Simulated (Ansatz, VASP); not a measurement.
# CdBr in VASP and in Ansatz

```xyz
2
Lattice="3.3855 0.0000 0.0000 0.0000 3.3855 0.0000 0.0000 0.0000 4.8758" Properties=species:S:1:pos:R:3 pbc="T T T"
Cd    0.0000    0.0000    0.0000
Br    1.6928    1.6928    2.4379
```

Change from the starting cell: volume scaled by 1.02.

Alike in both runs: task single point; functional PBE; k mesh 8 × 8 × 6; occupations fermi-dirac, width 0.05 eV; no spin polarisation.

|  | VASP | Ansatz |
| --- | --- | --- |
| version | VASP 6.6.1 | Ansatz 0.2.0 |
| potentials or method | VASP PAW PBE potentials, release 64 (Cd, Br), cutoff 520 eV | all-electron LAPW, scalar-relativistic |

Ansatz gave:

```
gap on the k mesh at the Fermi level (eV)                     : none
pressure (GPa)                                                : -0.5
traceless stress, the component that is largest in VASP (GPa) : -6.47
```

Q: Which values does VASP return?

A: gap on the k mesh at the Fermi level (eV): none; pressure (GPa): -0.5; traceless stress, the component that is largest in VASP (GPa): -6.46.

A gap of «none» marks a metal or a gap that the smearing closes. Ansatz ran all-electron here, and VASP with PAW potentials.
